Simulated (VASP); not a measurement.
# MoS2 (P6_3/mmc) in VASP: a series of runs, part 2 of 2

VASP 6.6.1.

**3. Single point, PBE**

This run uses another cell than the first one, of 18.94 Å³/atom, 1.019 times its volume.

INCAR

```
SYSTEM = MoS2
ALGO = Normal
EDIFF = 1E-7
ENCUT = 520
GGA = PE
ISIF = 2
ISMEAR = 1
LASPH = .True.
LCHARG = .False.
LREAL = .False.
LWAVE = .False.
NBANDS = 35
NELM = 100
PREC = Accurate
SIGMA = 0.15
```

KPOINTS

```
k-points
0
Gamma
  8 8 2
  0 0 0
```

POSCAR

```
MoS2
1.0
    3.2311530343      0.0000000000      0.0000000000
   -1.6155765171      2.7982611163      0.0000000000
    0.0000000000      0.0000000000     12.5657084235
Mo S
2 4
Direct
    0.3333333333      0.6666666667      0.2500000000
    0.6666666667      0.3333333333      0.7500000000
    0.3333333333      0.6666666667      0.6230000000
    0.6666666667      0.3333333333      0.1230000000
    0.3333333333      0.6666666667      0.8770000000
    0.6666666667      0.3333333333      0.3770000000
```

Potentials or basis: VASP PAW PBE potentials, release 64 (Mo_sv, S).

Launch:

```
> cat potpaw_PBE.64/Mo_sv/POTCAR potpaw_PBE.64/S/POTCAR > POTCAR
> mpirun -np 1 vasp_std > vasp.out
```

OUTCAR:

```text
SYSTEM = MoS2
   EDIFF = 1E-7
   ENCUT = 520
   GGA = PE
   ISIF = 2
   ISMEAR = 1
   LASPH = .True.
   LREAL = .False.
   NELM = 100
   PREC = Accurate

 ion  position               nearest neighbor table
   1  0.333  0.667  0.250-   4 2.45   6 2.45   4 2.45   6 2.45   4 2.45   6 2.45
   2  0.667  0.333  0.750-   3 2.45   5 2.45   3 2.45   5 2.45   3 2.45   5 2.45
   3  0.333  0.667  0.623-   2 2.45   2 2.45   2 2.45
   4  0.667  0.333  0.123-   1 2.45   1 2.45   1 2.45
   5  0.333  0.667  0.877-   2 2.45   2 2.45   2 2.45
   6  0.667  0.333  0.377-   1 2.45   1 2.45   1 2.45

  LATTYP: Found a hexagonal cell.
 ALAT       =     3.2311530343
 C/A-ratio  =     3.8889239507

  Lattice vectors:

 A1 = (   3.2311530343,   0.0000000000,   0.0000000000)
 A2 = (  -1.6155765171,   2.7982611163,   0.0000000000)
 A3 = (   0.0000000000,   0.0000000000,  12.5657084235)

Analysis of symmetry for initial positions (statically):
=====================================================================
 Subroutine PRICEL returns:
 Original cell was already a primitive cell.

 Routine SETGRP: Setting up the symmetry group for a
 hexagonal supercell.

 Subroutine GETGRP returns: Found 24 space group operations
 (whereof 12 operations were pure point group operations)
 out of a pool of 24 trial point group operations.

The static configuration has the point symmetry D_3d.
 The point group associated with its full space group is D_6h.

Analysis of symmetry for dynamics (positions and initial velocities):
=====================================================================
 Subroutine PRICEL returns:
 Original cell was already a primitive cell.

 Routine SETGRP: Setting up the symmetry group for a
[... 126 lines left out ...]
   EFERMI_NEDOS =   21; number of points for ismear=-14 and -15
   IALGO  =     38    algorithm
   IMIX   =      4    mixing-type and parameters
     AMIX     =   0.40;   BMIX     =  1.00
     AMIX_MAG =   1.60;   BMIX_MAG =  1.00
  volume/ion in A,a.u.               =      18.94       127.78
  Fermi-wavevector in a.u.,A,eV,Ry     =   1.261629  2.384133 21.656502  1.591708
  Thomas-Fermi vector in A             =   2.395078
   LORBIT       =      0    0 simple, 1 ext, 2 COOP (PROOUT), +10 PAW based schemes
   GGA     = PE    functional components
   LHFCALC =     F    Hartree Fock is set to
   AEXX    =    0.0000 exact exchange contribution
   IVDW    =     0    specifies the selected vdW correction
   LEPSILON=     F    determine dielectric tensor
   LRPA    =     F    only Hartree local field effects (RPA)
 non-spin polarized calculation
 Methfessel and Paxton  Order N= 1 SIGMA  =   0.15
  energy-cutoff  :      520.00
  volume of cell :      113.61
 maximum number of plane-waves:      3092
   NGX = 13   NGY = 13   NGZ = 47

 number of electron      52.0000000 magnetization

 Free energy of the ion-electron system (eV)
  ---------------------------------------------------
  ext. energy  EPLUGINS =         0.00000000
  ---------------------------------------------------
  free energy    TOTEN  =       -43.52655295 eV

  energy without entropy =      -43.52663904  energy(sigma->0) =      -43.52658165

 E-fermi :   6.8197     XC(G=0): -10.5309

 val. band max:        6.6963599255   @ k =   0.0000   0.0000   0.0000
 cond. band min:       7.7184505849   @ k =   0.2500   0.1250   0.0000
 fundamental gap:      1.0220906595
 Fermi energy:         6.8197138942

 k-point     1 :       0.0000    0.0000    0.0000
  band No.  band energies     occupation
      1     -54.8035      2.00000
      2     -54.8035      2.00000
      3     -28.9009      2.00000
      4     -28.9008      2.00000
      5     -28.7394      2.00000
      6     -28.7394      2.00000
[... 749 lines left out ...]
     34      10.5018      0.00000
     35      13.0992      0.00000

------------------------ aborting loop because EDIFF is reached ----------------------------------------

  FORCE on cell =-STRESS in cart. coord.  units (eV):
  Direction    XX          YY          ZZ          XY          YZ          ZX
  --------------------------------------------------------------------------------------
  -------------------------------------------------------------------------------------
  Total       -4.0591339     -4.0591353     -4.4416124     -0.0000000      0.0000000      0.0000000
  in kB      -57.2415274    -57.2415480    -62.6352034     -0.0000000      0.0000000      0.0000000
  external PRESSURE =     -59.0394263 kB  Pullay stress =       0.0000000 kB

 VOLUME and BASIS-vectors are now :
 -----------------------------------------------------------------------------
  energy-cutoff  :      520.00
  volume of cell :      113.61
      direct lattice vectors                 reciprocal lattice vectors
     3.231153034  0.000000000  0.000000000     0.309487044  0.178682396  0.000000000
    -1.615576517  2.798261116  0.000000000     0.000000000  0.357364791  0.000000000
     0.000000000  0.000000000 12.565708424     0.000000000  0.000000000  0.079581665

 POSITION                                       TOTAL-FORCE (eV/Angst)
 -----------------------------------------------------------------------------------
     -0.00000      1.86551      3.14143         0.000000     -0.000000      0.000000
      1.61558      0.93275      9.42428        -0.000000      0.000000      0.000000
     -0.00000      1.86551      7.82844         0.000000      0.000000      0.921066
      1.61558      0.93275      1.54558         0.000000     -0.000000      0.921066
     -0.00000      1.86551     11.02013         0.000000      0.000000     -0.921066
      1.61558      0.93275      4.73727         0.000000     -0.000000     -0.921066
 -----------------------------------------------------------------------------------
    total drift:                                0.000000     -0.000000      0.000000

  FREE ENERGIE OF THE ION-ELECTRON SYSTEM (eV)
  ---------------------------------------------------
  free  energy   TOTEN  =       -43.5265529501 eV

  energy  without entropy=      -43.5266390389  energy(sigma->0) =      -43.52658165
```

OSZICAR:

```text
N       E                     dE             d eps       ncg     rms          rms(c)
DAV:   1     0.439018321170E+03    0.43902E+03   -0.29104E+04  1552   0.140E+03
DAV:   2    -0.235415656758E+02   -0.46256E+03   -0.44657E+03  1714   0.360E+02
DAV:   3    -0.462839009078E+02   -0.22742E+02   -0.22309E+02  1698   0.728E+01
DAV:   4    -0.467614098181E+02   -0.47751E+00   -0.47648E+00  1658   0.107E+01
DAV:   5    -0.467706687304E+02   -0.92589E-02   -0.92573E-02  1676   0.150E+00    0.297E+01
DAV:   6    -0.446197859958E+02    0.21509E+01   -0.14678E+01  1509   0.240E+01    0.124E+01
DAV:   7    -0.439317415114E+02    0.68804E+00   -0.69922E+00  1492   0.162E+01    0.735E+00
DAV:   8    -0.435264910448E+02    0.40525E+00   -0.94940E-01  1520   0.638E+00    0.279E+00
DAV:   9    -0.435362325635E+02   -0.97415E-02   -0.11863E-01  1595   0.171E+00    0.121E+00
DAV:  10    -0.435266798948E+02    0.95527E-02   -0.36750E-02  1524   0.131E+00    0.448E-01
DAV:  11    -0.435267928739E+02   -0.11298E-03   -0.23259E-03  1487   0.257E-01    0.260E-01
DAV:  12    -0.435265564298E+02    0.23644E-03   -0.57149E-04  1572   0.138E-01    0.105E-01
DAV:  13    -0.435265479711E+02    0.84588E-05   -0.19666E-04  1604   0.750E-02    0.133E-02
DAV:  14    -0.435265518843E+02   -0.39132E-05   -0.10278E-05  1548   0.161E-02    0.171E-02
DAV:  15    -0.435265528727E+02   -0.98840E-06   -0.12155E-06  1421   0.518E-03    0.774E-03
DAV:  16    -0.435265529501E+02   -0.77426E-07   -0.55192E-07  1485   0.410E-03
   1 F= -.43526553E+02 E0= -.43526582E+02  d E =0.860888E-04
```

stdout:

```text
POSCAR found type information on POSCAR MoS
 POSCAR found :  2 types and       6 ions
 scaLAPACK will be used
 LDA part: xc-table for (Slater+PW92), standard interpolation
 POSCAR, INCAR and KPOINTS ok, starting setup
 FFT: planning ... GRIDC
 FFT: planning ... GRID_SOFT
 FFT: planning ... GRID
 WAVECAR not read
 entering main loop
```

Run time: 62 s. Hardware: 1 thread of Intel Xeon Platinum 8175M at 2.50GHz (Skylake/Cascade Lake), shared host; peak memory 0.25 GiB.

What came out:

* Free energy: -43.5266 eV
* Pressure: -5.9 GPa
* Largest force: 0.921 eV/Å
* Band gap on the k mesh: 1.02 eV, indirect (least direct gap 1.79 eV)

Forces in eV/Å, atoms in the order of the input:
```
Mo   0.000  0.000  0.000
Mo   0.000  0.000  0.000
S    0.000  0.000  0.921
S    0.000  0.000  0.921
S    0.000  0.000 -0.921
S    0.000  0.000 -0.921
```

Stress tensor (GPa, compression positive):
```
-5.72  0.00  0.00
 0.00 -5.72  0.00
 0.00  0.00 -6.26
```

Levels at points of the mesh, in eV from the valence-band top:
```csv
k point,band 22,band 23,band 24,band 25,band 26,band 27,band 28,band 29,band 30,band 31
"(0.00, 0.00, 0.00)",-1.95,-1.95,-1.13,-0.95,0.00,2.03,2.03,2.06,2.06,2.13
"(0.50, 0.00, 0.00)",-2.33,-1.63,-1.45,-1.24,-1.13,1.53,1.57,1.91,2.12,2.76
"(0.00, 0.00, 0.50)",-1.97,-1.97,-1.97,-0.23,-0.23,2.03,2.03,2.03,2.03,2.22
"(0.50, 0.00, 0.50)",-2.46,-1.54,-1.54,-1.18,-1.18,1.54,1.54,2.02,2.02,3.11
```

Caveat: this functional lacks dispersion, which binds the layers, so the pressure and a relaxed spacing across them are unreliable.
